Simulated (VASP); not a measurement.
# Si16Ge (a cell with a defect) in VASP: further runs

The runs below take Si16Ge (a cell with a defect) through relaxation of the atoms, with PBEsol.

Everything below comes from runs of VASP 6.6.1. Logs are shortened: lines on timing, memory, paths and dates and some standing lists are left out, and cuts for length are marked.

### 1 The cell of the first run

The cell holds a defect, 17 atoms: a = 7.679 Å, b = 7.679 Å, c = 7.679 Å, α = 60.00°, β = 60.00°, γ = 60.00°.

### 2 Relaxation of the atoms, PBEsol

Input file INCAR:

```
  PREC = Accurate
  ENCUT = 520
  EDIFF = 1E-6
  ISMEAR = 0
  SIGMA = 0.05
  LREAL = Auto
  LASPH = T
  NELM = 60
  ALGO = Normal
  ISIF = 2
  LWAVE = F
  LCHARG = F
  GGA = PS
  IBRION = 2
  NSW = 80
  EDIFFG = -0.03
```

Input file KPOINTS:

```
Automatic mesh
0
Gamma
  2 2 2
```

Input file POSCAR:

```
Si16Ge
1.0
    0.0000000000      5.4300000000      5.4300000000
    5.4300000000      0.0000000000      5.4300000000
    5.4300000000      5.4300000000      0.0000000000
Si Ge
16 1
Direct
    0.0000000000      0.0000000000      0.0000000000
    0.1250000000      0.1250000000      0.1250000000
    0.0000000000      0.0000000000      0.5000000000
    0.1250000000      0.1250000000      0.6250000000
    0.0000000000      0.5000000000      0.0000000000
    0.1250000000      0.6250000000      0.1250000000
    0.0000000000      0.5000000000      0.5000000000
    0.1250000000      0.6250000000      0.6250000000
    0.5000000000      0.0000000000      0.0000000000
    0.6250000000      0.1250000000      0.1250000000
    0.5000000000      0.0000000000      0.5000000000
    0.6250000000      0.1250000000      0.6250000000
    0.5000000000      0.5000000000      0.0000000000
    0.6250000000      0.6250000000      0.1250000000
    0.5000000000      0.5000000000      0.5000000000
    0.6250000000      0.6250000000      0.6250000000
    0.7549606000      0.7576200000      0.7430567500
```

Potentials or basis: VASP PAW PBE potentials, release 64 (Si, Ge_d).

Launch:

```console
cat potpaw_PBE.64/Si/POTCAR potpaw_PBE.64/Ge_d/POTCAR > POTCAR
mpirun -np 1 vasp_std > vasp.out
```

OUTCAR:

```text
PREC = Accurate
   ENCUT = 520
   EDIFF = 1E-6
   ISMEAR = 0
   LREAL = Auto
   LASPH = T
   NELM = 60
   ISIF = 2
   GGA = PS
   IBRION = 2
   NSW = 80
   EDIFFG = -0.03

 ion  position               nearest neighbor table
   1  0.000  0.000  0.000-   2 2.35   4 2.35   6 2.35  10 2.35
   2  0.125  0.125  0.125-   1 2.35   3 2.35   5 2.35   9 2.35
   3  0.000  0.000  0.500-   2 2.35   4 2.35   8 2.35  12 2.35  17 2.65
   4  0.125  0.125  0.625-   1 2.35   3 2.35   7 2.35  11 2.35
   5  0.000  0.500  0.000-   2 2.35   6 2.35   8 2.35  14 2.35  17 2.73
   6  0.125  0.625  0.125-   1 2.35   5 2.35   7 2.35  13 2.35
   7  0.000  0.500  0.500-   4 2.35   6 2.35   8 2.35  16 2.35  17 2.72
   8  0.125  0.625  0.625-  17 2.32   5 2.35   7 2.35  15 2.35   3 2.35
   9  0.500  0.000  0.000-   2 2.35  10 2.35  12 2.35  14 2.35  17 2.71
  10  0.625  0.125  0.125-   1 2.35   9 2.35  11 2.35  13 2.35
  11  0.500  0.000  0.500-   4 2.35  10 2.35  12 2.35  16 2.35  17 2.71
  12  0.625  0.125  0.625-  17 2.30   9 2.35  11 2.35  15 2.35   3 2.35
  13  0.500  0.500  0.000-   6 2.35  10 2.35  14 2.35  16 2.35  17 2.78
  14  0.625  0.625  0.125-   5 2.35   9 2.35  13 2.35  15 2.35  17 2.40
  15  0.500  0.500  0.500-   8 2.35  12 2.35  14 2.35  16 2.35
  16  0.625  0.625  0.625-   7 2.35  11 2.35  13 2.35  15 2.35  17 2.39
  17  0.755  0.758  0.743-  12 2.30   8 2.32  16 2.39  14 2.40   3 2.65  11 2.71   9 2.71   7 2.72
                             5 2.73  13 2.78

  LATTYP: Found a face centered cubic cell.
 ALAT       =    10.8600000000

  Lattice vectors:

 A1 = (   0.0000000000,   5.4300000000,   5.4300000000)
 A2 = (   5.4300000000,   0.0000000000,   5.4300000000)
 A3 = (   5.4300000000,   5.4300000000,   0.0000000000)

Analysis of symmetry for initial positions (statically):
=====================================================================
 Subroutine PRICEL returns:
 Original cell was already a primitive cell.

 Routine SETGRP: Setting up the symmetry group for a
 face centered cubic supercell.

 Subroutine GETGRP returns: Found  1 space group operations
 (whereof  1 operations were pure point group operations)
 out of a pool of 48 trial point group operations.

The static configuration has the point symmetry C_1 .

Analysis of symmetry for dynamics (positions and initial velocities):
=====================================================================
 Subroutine PRICEL returns:
 Original cell was already a primitive cell.

 Routine SETGRP: Setting up the symmetry group for a
 face centered cubic supercell.

 Subroutine GETGRP returns: Found  1 space group operations
 (whereof  1 operations were pure point group operations)
 out of a pool of 48 trial point group operations.

The dynamic configuration has the point symmetry C_1 .

 Subroutine INISYM returns: Found  1 space group operations
 (whereof  1 operations are pure point group operations),
 and found     1 'primitive' translations

----------------------------------------------------------------------------------------

                                     Primitive cell

  volume of cell :     320.2060

  direct lattice vectors                    reciprocal lattice vectors
     0.000000000  5.430000000  5.430000000    -0.092081031  0.092081031  0.092081031
     5.430000000  0.000000000  5.430000000     0.092081031 -0.092081031  0.092081031
     5.430000000  5.430000000  0.000000000     0.092081031  0.092081031 -0.092081031

  length of vectors
     7.679179644  7.679179644  7.679179644     0.159489025  0.159489025  0.159489025

  position of ions in fractional coordinates (direct lattice)
     0.000000000  0.000000000  0.000000000
     0.125000000  0.125000000  0.125000000
     0.000000000  0.000000000  0.500000000
     0.125000000  0.125000000  0.625000000
     0.000000000  0.500000000  0.000000000
     0.125000000  0.625000000  0.125000000
[... 9 lines left out ...]
     0.625000000  0.625000000  0.625000000
     0.754960600  0.757620000  0.743056750

  ion indices of the primitive-cell ions
   primitive index   ion index
                 1           1
                 2           2
                 3           3
                 4           4
                 5           5
                 6           6
[... 9 lines left out ...]
                16          16
                17          17

----------------------------------------------------------------------------------------

 KPOINTS: Automatic mesh

Automatic generation of k-mesh.
 Grid dimensions read from file:
 generate k-points for:    2    2    2

 Generating k-lattice:

  Cartesian coordinates                     Fractional coordinates (reciprocal lattice)
    -0.046040516  0.046040516  0.046040516     0.500000000  0.000000000  0.000000000
     0.046040516 -0.046040516  0.046040516     0.000000000  0.500000000  0.000000000
     0.046040516  0.046040516 -0.046040516     0.000000000  0.000000000  0.500000000

  Length of vectors
     0.079744512  0.079744512  0.079744512

  Shift w.r.t. Gamma in fractional coordinates (k-lattice)
     0.000000000  0.000000000  0.000000000

 Subroutine IBZKPT returns following result:
 ===========================================

 Found      8 irreducible k-points:

 Following reciprocal coordinates:
            Coordinates               Weight
  0.000000  0.000000  0.000000      1.000000
  0.500000  0.000000  0.000000      1.000000
  0.000000  0.500000  0.000000      1.000000
  0.000000  0.000000  0.500000      1.000000
  0.500000  0.500000  0.500000      1.000000
  0.500000  0.500000  0.000000      1.000000
  0.000000  0.500000  0.500000      1.000000
  0.500000  0.000000  0.500000      1.000000
   k-points           NKPTS =      8   k-points in BZ     NKDIM =      8   number of bands    NBANDS=     48
   number of dos      NEDOS =    301   number of ions     NIONS =     17
   total plane-waves  NPLWV = 216000
   dimension x,y,z NGX =    60 NGY =   60 NGZ =   60
   dimension x,y,z NGXF=   120 NGYF=  120 NGZF=  120
   ions per type =              16   1
   NGX,Y,Z   is equivalent  to a cutoff of  12.99, 12.99, 12.99 a.u.
   NGXF,Y,Z  is equivalent  to a cutoff of  25.98, 25.98, 25.98 a.u.
 SYSTEM =  unknown system
   PREC   = accura    normal or accurate (medium, high low for compatibility)
   ISTART =      0    job   : 0-new  1-cont  2-samecut
   ICHARG =      2    charge: 1-file 2-atom 10-const
   ISPIN  =      1    spin polarized calculation?
   LNONCOLLINEAR =      F non collinear calculations
   LSORBIT =      F    spin-orbit coupling
   LASPH  =      T    aspherical Exc in radial PAW
   ENCUT  =  520.0 eV  38.22 Ry    6.18 a.u.  14.28 14.28 14.28*2*pi/ulx,y,z
   NELM   =     60;   NELMIN=  2; NELMDL= -5     # of ELM steps
   EDIFF  = 0.1E-05   stopping-criterion for ELM
   LREAL  =      T    real-space projection
   EDIFFG = -.3E-01   stopping-criterion for IOM
   NSW    =     80    number of steps for IOM
   IBRION =      2    ionic relax: 0-MD 1-quasi-New 2-CG
   NFREE  =      1    steps in history (QN), initial steepest desc. (CG)
   ISIF   =      2    stress and relaxation
   ISYM   =      2    0-nonsym 1-usesym 2-fastsym
   POTIM  = 0.5000    time-step for ionic-motion
   TEBEG  =    0.0;   TEEND  =   0.0 temperature during run
   PSTRESS=    0.0 pullay stress
   NELECT =      78.0000    total number of electrons
   NUPDOWN=      -1.0000    fix difference up-down
   EMIN   =  10.00;   EMAX   =-10.00  energy-range for DOS
   EFERMI =   0.00;   METHOD = LEGACY
   ISMEAR =     0;   SIGMA  =   0.05  broadening in eV -4-tet -1-fermi 0-gaus
   EFERMI_NEDOS =   21; number of points for ismear=-14 and -15
   IALGO  =     38    algorithm
   IMIX   =      4    mixing-type and parameters
     AMIX     =   0.40;   BMIX     =  1.00
     AMIX_MAG =   1.60;   BMIX_MAG =  1.00
  volume/ion in A,a.u.               =      18.84       127.11
  Fermi-wavevector in a.u.,A,eV,Ry     =   1.022421  1.932096 14.222785  1.045345
  Thomas-Fermi vector in A             =   2.156100
   LORBIT       =      0    0 simple, 1 ext, 2 COOP (PROOUT), +10 PAW based schemes
   GGA     = PS    functional components
   LHFCALC =     F    Hartree Fock is set to
   AEXX    =    0.0000 exact exchange contribution
   IVDW    =     0    specifies the selected vdW correction
   LEPSILON=     F    determine dielectric tensor
   LRPA    =     F    only Hartree local field effects (RPA)
 conjugate gradient relaxation of ions
 non-spin polarized calculation
 Gauss-broadening in eV      SIGMA  =   0.05
  energy-cutoff  :      520.00
  volume of cell :      320.21
 maximum number of plane-waves:      8646
 NGX is ok and might be reduce to    60
   NGX = 29   NGY = 29   NGZ = 29

--------------------------------------- Ionic step        1  -------------------------------------------

 number of electron      78.0000004 magnetization

 Free energy of the ion-electron system (eV)
  ---------------------------------------------------
  ext. energy  EPLUGINS =         0.00000000
  ---------------------------------------------------
  free energy    TOTEN  =       -92.44960962 eV

  energy without entropy =      -92.43995336  energy(sigma->0) =      -92.44478149

------------------------ aborting loop because EDIFF is reached ----------------------------------------

  FORCE on cell =-STRESS in cart. coord.  units (eV):
  Direction    XX          YY          ZZ          XY          YZ          ZX
  --------------------------------------------------------------------------------------
  -------------------------------------------------------------------------------------
  Total       11.4787025     11.4793909     11.5087109     -1.0948555     -0.0690396      0.1767991
  in kB       57.4346391     57.4380839     57.5847887     -5.4782001     -0.3454453      0.8846288
  external PRESSURE =      57.4858372 kB  Pullay stress =       0.0000000 kB
[... 342 lines left out ...]
  energy  without entropy=      -92.7785656196  energy(sigma->0) =      -92.78266647

--------------------------------------- Ionic step        8  -------------------------------------------

 number of electron      78.0000000 magnetization

 Free energy of the ion-electron system (eV)
  ---------------------------------------------------
  ext. energy  EPLUGINS =         0.00000000
  ---------------------------------------------------
  free energy    TOTEN  =       -92.78694860 eV

  energy without entropy =      -92.77874613  energy(sigma->0) =      -92.78284736

 E-fermi :   6.7949     XC(G=0):  -9.8840

 val. band max:        6.5647937833   @ k =   0.0000   0.0000   0.0000
 cond. band min:       6.7962861228   @ k =   0.0000   0.0000   0.0000
 fundamental gap:      0.2314923395
 Fermi energy:         6.7948782697

 k-point     1 :       0.0000    0.0000    0.0000
  band No.  band energies     occupation
      1     -18.2745      2.00000
      2     -18.2743      2.00000
      3     -18.2741      2.00000
      4     -18.2603      2.00000
      5     -18.2603      2.00000
      6      -6.6133      2.00000
[... 441 lines left out ...]
  FREE ENERGIE OF THE ION-ELECTRON SYSTEM (eV)
  ---------------------------------------------------
  free  energy   TOTEN  =       -92.7869485962 eV

  energy  without entropy=      -92.7787461315  energy(sigma->0) =      -92.78284736

 reached required accuracy - stopping structural energy minimisation
```

It took 8.9 min on 1 thread of Intel Xeon Platinum 8559C (Emerald Rapids), shared host; peak memory 0.55 GiB.

Results:

```yaml
Free_energy: -92.7869 eV
Energy_gained_by_relaxing: 19.8 meV/atom
Ionic_steps: 8
Pressure_after_relaxing: 4.7 GPa
Largest_force_after_relaxing: 0.026 eV/Å
Band_gap_on_the_k_mesh: zero (bands 39 and 40 overlap by 0.31 eV)
```

Forces on the atoms (eV/Å):
```
Si   0.000  0.000  0.002
Si   0.006  0.005  0.001
Si   0.001 -0.001 -0.005
Si  -0.005 -0.006  0.002
Si  -0.008 -0.004  0.005
Si  -0.003  0.003 -0.004
Si   0.004  0.007  0.004
Si   0.005 -0.007  0.007
Si  -0.004 -0.009  0.006
Si   0.003 -0.002 -0.004
Si   0.007  0.003  0.005
Si  -0.007  0.006  0.005
Si  -0.001 -0.001  0.005
Si   0.012  0.011 -0.002
Si  -0.001  0.001 -0.005
Si  -0.009 -0.011  0.001
Ge  -0.001  0.004 -0.025
```

Step by step:
```csv
step,energy change (eV),largest force (eV/Å),pressure (GPa)
1,0.0000,1.8540,5.75
2,-0.3259,0.2580,4.77
3,-0.3265,0.2929,4.73
4,-0.3352,0.1307,4.71
5,-0.3352,0.1108,4.72
6,-0.3370,0.0522,4.72
7,-0.3372,0.0344,4.73
8,-0.3373,0.0255,4.73
```

Final structure:
```
CELL_PARAMETERS angstrom
0.00000 5.43000 5.43000
5.43000 0.00000 5.43000
5.43000 5.43000 0.00000
ATOMIC_POSITIONS crystal
Si 0.99990 0.99986 0.00013
Si 0.12426 0.12431 0.12394
Si 0.00460 0.00475 0.49532
Si 0.12423 0.12429 0.62752
Si 0.00465 0.49565 0.00411
Si 0.12441 0.62719 0.12418
Si 0.00465 0.49562 0.49556
Si 0.13740 0.62080 0.62090
Si 0.49559 0.00476 0.00410
Si 0.62724 0.12443 0.12414
Si 0.49556 0.00477 0.49551
Si 0.62059 0.13798 0.62072
Si 0.49582 0.49583 0.00415
Si 0.62179 0.62180 0.13470
Si 0.50113 0.50172 0.49843
Si 0.62168 0.62170 0.62162
Ge 0.75144 0.75217 0.74800
```

Caveat: the k points lie up to 0.50 Å⁻¹ apart; the PAW data sets were made with another functional, which shifts forces and pressure a little.

### 3 Relaxation of the atoms, PBEsol

Input file INCAR:

```
ALGO = Normal ; EDIFF = 1E-7
EDIFFG = -0.03 ; ENCUT = 520
GGA = PS ; IBRION = 2
ISIF = 2 ; ISMEAR = 0
LASPH = True ; LCHARG = False
LREAL = Auto ; LWAVE = False
NELM = 60 ; NSW = 80
PREC = Accurate ; SIGMA = 0.05
```

Input file KPOINTS:

```
k-points
0
Gamma
  2 2 2
```

Edit POSCAR of step 2 so:

```diff
@@ -24,2 +24,2 @@
     0.6250000000      0.6250000000      0.6250000000
-    0.7549606000      0.7576200000      0.7430567500
+    0.3665050000      0.8819127000      0.8699674000
```

Potentials or basis: VASP PAW PBE potentials, release 64 (Si, Ge_d).

Launch:

```console
cat potpaw_PBE.64/Si/POTCAR potpaw_PBE.64/Ge_d/POTCAR > POTCAR
mpirun -np 1 vasp_std > vasp.out
```

Run time: 27 min. Hardware: 1 thread of Oxide Virtual Turin-like, shared host; peak memory 0.53 GiB.

It converged, with:

* Free energy: -92.7867 eV
* Energy gained by relaxing: 20.1 meV/atom
* Ionic steps: 8
* Pressure after relaxing: 4.7 GPa
* Largest force after relaxing: 0.027 eV/Å
* Band gap on the k mesh: zero (bands 39 and 40 overlap by 0.31 eV)

Forces on the atoms (eV/Å):
```
Si  -0.008 -0.004  0.008
Si  -0.002 -0.006 -0.008
Si   0.005 -0.001  0.006
Si   0.001  0.006 -0.001
Si   0.002  0.004 -0.002
Si   0.009 -0.007  0.002
Si  -0.006 -0.001 -0.006
Si   0.000 -0.003  0.000
Si   0.013  0.000  0.010
Si  -0.002  0.005  0.002
Si   0.007 -0.008 -0.007
Si  -0.008 -0.005 -0.004
Si  -0.010  0.000 -0.013
Si   0.000 -0.003  0.000
Si  -0.003  0.004  0.003
Si   0.004 -0.006  0.008
Ge  -0.004  0.026  0.003
```

The path:
```tsv
step	energy change (eV)	largest force (eV/Å)	pressure (GPa)
1	0.0000	1.9054	5.75
2	-0.3296	0.2785	4.77
3	-0.3301	0.3161	4.75
4	-0.3395	0.1339	4.71
5	-0.3396	0.1097	4.72
6	-0.3414	0.0564	4.72
7	-0.3416	0.0377	4.73
8	-0.3418	0.0266	4.72
```

Final structure:
```
Si Ge
1.0
     0.00000    5.43000    5.43000
     5.43000    0.00000    5.43000
     5.43000    5.43000    0.00000
Si Ge
16 1
Direct
  0.98682 0.00434 0.00450
  0.12022 0.12946 0.12941
  0.00069 0.99747 0.50076
  0.12024 0.12967 0.62041
  0.00056 0.50085 0.99775
  0.12023 0.62093 0.12940
  0.00068 0.50108 0.50075
  0.12515 0.62487 0.62510
  0.50323 0.00329 0.00324
  0.62307 0.12658 0.12385
  0.50423 0.00410 0.48757
  0.62934 0.12940 0.62038
  0.50321 0.49030 0.00322
  0.62913 0.62087 0.12914
  0.49781 0.50081 0.50058
  0.62933 0.62090 0.62038
  0.37258 0.87699 0.87353
```

Levels at points of the mesh, in eV from the Fermi level:
```tsv
k point	band 37	band 38	band 39	band 40	band 41	band 42
(0.00, 0.00, 0.00)	-0.72	-0.72	-0.25	-0.24	-0.23	0.00
(0.50, 0.00, 0.00)	-1.39	-1.38	-0.31	0.52	0.54	0.86
(0.00, 0.50, 0.00)	-1.39	-1.38	-0.31	0.52	0.53	0.87
(0.00, 0.00, 0.50)	-1.39	-1.38	-0.31	0.52	0.54	0.87
(0.50, 0.50, 0.50)	-1.39	-1.38	-0.31	0.52	0.53	0.87
(0.50, 0.50, 0.00)	-1.82	-1.26	0.07	0.81	1.06	1.07
(0.00, 0.50, 0.50)	-1.82	-1.26	0.07	0.81	1.06	1.07
(0.50, 0.00, 0.50)	-1.82	-1.26	0.07	0.81	1.06	1.06
```

Caveat: the k points lie up to 0.50 Å⁻¹ apart; the PAW data sets were made with another functional, which shifts forces and pressure a little.

The gap in the log of VASP goes by the Fermi energy; the results here count the filled bands.